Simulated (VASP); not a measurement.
# Mg3Sn3N (Cm) in VASP: single point with PBE

Aim: the single point of Mg3Sn3N with PBE.

Program: VASP 6.6.1. These are calculated values, not measurements. Logs are shortened: lines on timing, memory, paths and dates and some standing lists are left out, and cuts for length are marked.

### 1 The cell of the first run

It takes space group Cm (No. 8, monoclinic). Conventional cell: a = 5.720 Å, b = 3.302 Å, c = 15.453 Å, α = 90.00°, β = 96.96°, γ = 90.00°. Mg (site symmetry m) has 6 Sn at 3.10 to 3.13 Å and 6 Mg at 3.30 Å within 4.1 Å. Mg (site symmetry m) has 3 N at 2.17 Å and 3 Mg at 2.80 Å within 2.9 Å. Within 2.9 Å of Mg (site symmetry m) lie 3 N at 2.16 Å and 3 Mg at 2.80 Å. Sn (site symmetry m) has 7 Sn at 3.01 to 3.30 Å and 3 Mg at 3.13 Å within 4.0 Å. Within 4.2 Å of Sn (site symmetry m) lie 6 Mg at 3.10 to 3.28 Å and 6 Sn at 3.30 Å and 3 N at 4.16 Å. Within 4.2 Å of Sn (site symmetry m) lie 7 Sn at 3.01 to 3.30 Å and 3 Mg at 3.29 to 3.30 Å and 3 N at 4.16 Å. N (site symmetry m) has 6 Mg at 2.16 to 2.17 Å within 2.9 Å.

### 2 Single point, PBE

Contents of INCAR:

```
SYSTEM = Mg3Sn3N
PREC = Accurate ; ENCUT = 520
EDIFF = 1E-6 ; ISMEAR = 0
SIGMA = 0.1 ; LREAL = .False.
LASPH = .True. ; NELM = 60
ALGO = Normal ; ISIF = 2
LWAVE = .False. ; LCHARG = .False.
GGA = PE ; NBANDS = 36
```

Contents of KPOINTS:

```
regular mesh
0
Gamma
  12 12 2
  0 0 0
```

Contents of POSCAR:

```
Mg3Sn3N
1.0
    2.8601810880     -1.6512489106     -0.0075347752
    2.8601810880      1.6512489106     -0.0075347752
   -1.8332840140      0.0000000000     15.3442087827
Mg Sn N
3 3 1
Direct
    0.4840106929      0.4840106929      0.5939555424
    0.5956482692      0.5956482692      0.9277032204
    0.3059874261      0.3059874261      0.0611517034
    0.7643236112      0.7643236112      0.4323553024
    0.2042215838      0.2042215838      0.7538095136
    0.6986105998      0.6986105998      0.2360974218
    0.9509448715      0.9509448715      0.9949272960
```

Potentials or basis: VASP PAW PBE potentials, release 64 (Mg, Sn_d, N).

The run is started by

```
$ cat potpaw_PBE.64/Mg/POTCAR potpaw_PBE.64/Sn_d/POTCAR potpaw_PBE.64/N/POTCAR > POTCAR
$ mpirun -np 1 vasp_std > vasp.out
```

OUTCAR:

```text
SYSTEM = Mg3Sn3N
   PREC = Accurate
   ENCUT = 520
   EDIFF = 1E-6
   ISMEAR = 0
   LREAL = .False.
   LASPH = .True.
   NELM = 60
   ISIF = 2
   GGA = PE

 ion  position               nearest neighbor table
   1  0.484  0.484  0.594-   5 3.10   5 3.11   5 3.11   4 3.13   4 3.13   4 3.13
   2  0.596  0.596  0.928-   7 2.17   7 2.17   7 2.17   3 2.80   3 2.80   3 2.80   5 3.28   5 3.28
                             5 3.28
   3  0.306  0.306  0.061-   7 2.16   7 2.16   7 2.16   2 2.80   2 2.80   2 2.80   6 3.29   6 3.29
                             6 3.30
   4  0.764  0.764  0.432-   6 3.01   1 3.13   1 3.13   1 3.13
   5  0.204  0.204  0.754-   1 3.10   1 3.11   1 3.11   2 3.28   2 3.28   2 3.28
   6  0.699  0.699  0.236-   4 3.01   3 3.29   3 3.29   3 3.30
   7  0.951  0.951  0.995-   3 2.16   3 2.16   3 2.16   2 2.17   2 2.17   2 2.17

  LATTYP: Found a base centered monoclinic cell.
 ALAT       =     5.7203820254
 B/A-ratio  =     0.5773212010
 C/A-ratio  =     2.7014521962
 COS(beta)  =    -0.1212488696

  Lattice vectors:

 A1 = (   2.8601810880,  -1.6512489106,  -0.0075347752)
 A2 = (   2.8601810880,   1.6512489106,  -0.0075347752)
 A3 = (  -1.8332840140,   0.0000000000,  15.3442087827)

Analysis of symmetry for initial positions (statically):
=====================================================================
 Subroutine PRICEL returns:
 Original cell was already a primitive cell.

 Routine SETGRP: Setting up the symmetry group for a
 base centered monoclinic supercell.

 Subroutine GETGRP returns: Found  2 space group operations
 (whereof  2 operations were pure point group operations)
 out of a pool of  4 trial point group operations.

The static configuration has the point symmetry C_1h.

Analysis of symmetry for dynamics (positions and initial velocities):
=====================================================================
 Subroutine PRICEL returns:
 Original cell was already a primitive cell.

 Routine SETGRP: Setting up the symmetry group for a
 base centered monoclinic supercell.

 Subroutine GETGRP returns: Found  2 space group operations
 (whereof  2 operations were pure point group operations)
 out of a pool of  4 trial point group operations.

The dynamic configuration has the point symmetry C_1h.

 Subroutine INISYM returns: Found  2 space group operations
 (whereof  2 operations are pure point group operations),
 and found     1 'primitive' translations

----------------------------------------------------------------------------------------

                                     Primitive cell

  volume of cell :     144.8918

  direct lattice vectors                    reciprocal lattice vectors
     2.860181088 -1.651248911 -0.007534775     0.174869146 -0.302801108  0.020892886
     2.860181088  1.651248911 -0.007534775     0.174869146  0.302801108  0.020892886
    -1.833284014  0.000000000 15.344208783     0.000171739  0.000000000  0.065191686

  length of vectors
     3.302622533  3.302622533 15.453338586     0.350291653  0.350291653  0.065191913

  position of ions in fractional coordinates (direct lattice)
     0.484010693  0.484010693  0.593955542
     0.595648269  0.595648269  0.927703220
     0.305987426  0.305987426  0.061151703
     0.764323611  0.764323611  0.432355302
     0.204221584  0.204221584  0.753809514
     0.698610600  0.698610600  0.236097422
     0.950944871  0.950944871  0.994927296

  ion indices of the primitive-cell ions
   primitive index   ion index
                 1           1
                 2           2
                 3           3
                 4           4
                 5           5
                 6           6
                 7           7

----------------------------------------------------------------------------------------

 KPOINTS: regular mesh

Automatic generation of k-mesh.
 Grid dimensions read from file:
 generate k-points for:   12   12    2

 Generating k-lattice:

  Cartesian coordinates                     Fractional coordinates (reciprocal lattice)
     0.014572429 -0.025233426  0.001741074     0.083333333  0.000000000  0.000000000
     0.014572429  0.025233426  0.001741074     0.000000000  0.083333333  0.000000000
     0.000085870  0.000000000  0.032595843     0.000000000  0.000000000  0.500000000

  Length of vectors
     0.029190971  0.029190971  0.032595956

  Shift w.r.t. Gamma in fractional coordinates (k-lattice)
     0.000000000  0.000000000  0.000000000

 Subroutine IBZKPT returns following result:
 ===========================================

 Found     86 irreducible k-points:

 Following reciprocal coordinates:
            Coordinates               Weight
  0.000000  0.000000  0.000000      1.000000
  0.083333 -0.000000 -0.000000      4.000000
  0.166667 -0.000000  0.000000      4.000000
  0.250000 -0.000000 -0.000000      4.000000
  0.333333 -0.000000 -0.000000      4.000000
  0.416667  0.000000  0.000000      4.000000
[... 16 lines left out ...]
  0.500000  0.166667  0.000000      4.000000
 -0.416667  0.166667  0.000000      4.000000
 [... further k-points ...]
   k-points           NKPTS =     86   k-points in BZ     NKDIM =     86   number of bands    NBANDS=     36
   number of dos      NEDOS =    301   number of ions     NIONS =      7
   total plane-waves  NPLWV =  94080
   dimension x,y,z NGX =    28 NGY =   28 NGZ =  120
   dimension x,y,z NGXF=    56 NGYF=   56 NGZF=  240
   ions per type =               3   3   1
   NGX,Y,Z   is equivalent  to a cutoff of  14.09, 14.09, 12.91 a.u.
   NGXF,Y,Z  is equivalent  to a cutoff of  28.19, 28.19, 25.82 a.u.
 SYSTEM =  Mg3Sn3N
   PREC   = accura    normal or accurate (medium, high low for compatibility)
   ISTART =      0    job   : 0-new  1-cont  2-samecut
   ICHARG =      2    charge: 1-file 2-atom 10-const
   ISPIN  =      1    spin polarized calculation?
   LNONCOLLINEAR =      F non collinear calculations
   LSORBIT =      F    spin-orbit coupling
   LASPH  =      T    aspherical Exc in radial PAW
   ENCUT  =  520.0 eV  38.22 Ry    6.18 a.u.   6.14  6.14 28.73*2*pi/ulx,y,z
   NELM   =     60;   NELMIN=  2; NELMDL= -5     # of ELM steps
   EDIFF  = 0.1E-05   stopping-criterion for ELM
   LREAL  =      F    real-space projection
   EDIFFG = 0.1E-04   stopping-criterion for IOM
   NSW    =      0    number of steps for IOM
   IBRION =     -1    ionic relax: 0-MD 1-quasi-New 2-CG
   NFREE  =      0    steps in history (QN), initial steepest desc. (CG)
   ISIF   =      2    stress and relaxation
   ISYM   =      2    0-nonsym 1-usesym 2-fastsym
   POTIM  = 0.5000    time-step for ionic-motion
   TEBEG  =    0.0;   TEEND  =   0.0 temperature during run
   PSTRESS=    0.0 pullay stress
   NELECT =      53.0000    total number of electrons
   NUPDOWN=      -1.0000    fix difference up-down
   EMIN   =  10.00;   EMAX   =-10.00  energy-range for DOS
   EFERMI =   0.00;   METHOD = LEGACY
   ISMEAR =     0;   SIGMA  =   0.10  broadening in eV -4-tet -1-fermi 0-gaus
   EFERMI_NEDOS =   21; number of points for ismear=-14 and -15
   IALGO  =     38    algorithm
   IMIX   =      4    mixing-type and parameters
     AMIX     =   0.40;   BMIX     =  1.00
     AMIX_MAG =   1.60;   BMIX_MAG =  1.00
  volume/ion in A,a.u.               =      20.70       139.68
  Fermi-wavevector in a.u.,A,eV,Ry     =   1.170808  2.212505 18.650734  1.370790
  Thomas-Fermi vector in A             =   2.307261
   LORBIT       =      0    0 simple, 1 ext, 2 COOP (PROOUT), +10 PAW based schemes
   GGA     = PE    functional components
   LHFCALC =     F    Hartree Fock is set to
   AEXX    =    0.0000 exact exchange contribution
   IVDW    =     0    specifies the selected vdW correction
   LEPSILON=     F    determine dielectric tensor
   LRPA    =     F    only Hartree local field effects (RPA)
 non-spin polarized calculation
 Gauss-broadening in eV      SIGMA  =   0.10
  energy-cutoff  :      520.00
  volume of cell :      144.89
 maximum number of plane-waves:      3930
 NGX is ok and might be reduce to    28
   NGX = 13   NGY = 13   NGZ = 57

 number of electron      53.0000000 magnetization

 Free energy of the ion-electron system (eV)
  ---------------------------------------------------
  ext. energy  EPLUGINS =         0.00000000
  ---------------------------------------------------
  free energy    TOTEN  =       -26.56407078 eV

  energy without entropy =      -26.54706677  energy(sigma->0) =      -26.55556877

 E-fermi :   5.9960     XC(G=0):  -9.8841

 val. band max:        5.9941361079   @ k =  -0.4167   0.2500  -0.0000
 cond. band min:       5.9984113771   @ k =   0.3333   0.2500   0.5000
 fundamental gap:      0.0042752692
 Fermi energy:         5.9959834047

 k-point     1 :       0.0000    0.0000    0.0000
  band No.  band energies     occupation
      1     -15.4429      2.00000
      2     -15.4121      2.00000
      3     -15.4120      2.00000
      4     -15.3665      2.00000
      5     -15.3665      2.00000
      6     -15.3633      2.00000
[... 28 lines left out ...]
     35      14.0109      0.00000
     36      15.3790      0.00000

 k-point     2 :       0.0833   -0.0000   -0.0000
  band No.  band energies     occupation
      1     -15.4373      2.00000
      2     -15.4132      2.00000
      3     -15.4009      2.00000
      4     -15.3683      2.00000
      5     -15.3653      2.00000
      6     -15.3555      2.00000
[... 28 lines left out ...]
     35      13.5404      0.00000
     36      14.8133      0.00000

 k-point     3 :       0.1667   -0.0000    0.0000
  band No.  band energies     occupation
      1     -15.4344      2.00000
      2     -15.4068      2.00000
      3     -15.3730      2.00000
      4     -15.3723      2.00000
      5     -15.3703      2.00000
      6     -15.3251      2.00000
[... 28 lines left out ...]
     35      13.2279      0.00000
     36      13.5248      0.00000
[... 742 lines left out ...]
 k-point    23 :       0.5000    0.1667    0.0000
  band No.  band energies     occupation
      1     -15.4258      2.00000
      2     -15.3790      2.00000
      3     -15.3687      2.00000
      4     -15.3571      2.00000
      5     -15.3293      2.00000
      6     -15.3088      2.00000
[... 28 lines left out ...]
     35      10.6246      0.00000
     36      11.1790      0.00000

 k-point    24 :      -0.4167    0.1667    0.0000
  band No.  band energies     occupation
      1     -15.4281      2.00000
      2     -15.3798      2.00000
      3     -15.3700      2.00000
      4     -15.3612      2.00000
      5     -15.3143      2.00000
      6     -15.3110      2.00000
[... 28 lines left out ...]
     35      10.5534      0.00000
     36      10.8389      0.00000

 [... further k-points ...]
[... 5 lines left out ...]
  --------------------------------------------------------------------------------------
  -------------------------------------------------------------------------------------
  Total       -0.1144759     -0.1087453     -0.2259332      0.0000000      0.0000000     -0.0049952
  in kB       -1.2658460     -1.2024784     -2.4983123      0.0000000      0.0000000     -0.0552359
  external PRESSURE =      -1.6555456 kB  Pullay stress =       0.0000000 kB

 VOLUME and BASIS-vectors are now :
 -----------------------------------------------------------------------------
  energy-cutoff  :      520.00
  volume of cell :      144.89
      direct lattice vectors                 reciprocal lattice vectors
     2.860181088 -1.651248911 -0.007534775     0.174869146 -0.302801108  0.020892886
     2.860181088  1.651248911 -0.007534775     0.174869146  0.302801108  0.020892886
    -1.833284014  0.000000000 15.344208783     0.000171739  0.000000000  0.065191686

 POSITION                                       TOTAL-FORCE (eV/Angst)
 -----------------------------------------------------------------------------------
      1.67983      0.00000      9.10648         0.000247      0.000000     -0.001623
      1.70658      0.00000     14.22590        -0.000756      0.000000      0.036761
      1.63825      0.00000      0.93371         0.000895      0.000000     -0.036424
      3.57958      0.00000      6.62263         0.000110      0.000000      0.012851
     -0.21373      0.00000     11.56353         0.000144      0.000000      0.002153
      3.56347      0.00000      3.61220        -0.000777      0.000000     -0.013455
      3.61576      0.00000     15.25204         0.000137      0.000000     -0.000262
 -----------------------------------------------------------------------------------
    total drift:                               -0.000093      0.000000     -0.001042

  FREE ENERGIE OF THE ION-ELECTRON SYSTEM (eV)
  ---------------------------------------------------
  free  energy   TOTEN  =       -26.5640707786 eV

  energy  without entropy=      -26.5470667672  energy(sigma->0) =      -26.55556877
```

Wall time 7.3 min (1 thread of Intel Xeon Platinum 8259CL at 2.50GHz (Skylake/Cascade Lake), shared host); peak memory 0.57 GiB.

What came out:

- Free energy: -26.5641 eV
- Pressure: -0.2 GPa
- Largest force: 0.037 eV/Å
- Band gap on the k mesh: zero (an odd number of electrons rules out a gap without spin polarisation)

Forces in eV/Å, atoms in the order of the input:
```
Mg   0.000  0.000 -0.002
Mg  -0.001  0.000  0.037
Mg   0.001  0.000 -0.036
Sn   0.000  0.000  0.013
Sn   0.000  0.000  0.002
Sn  -0.001  0.000 -0.013
N    0.000  0.000  0.000
```

Caveat: spin-orbit coupling is left out, which moves the levels of the heavy elements.
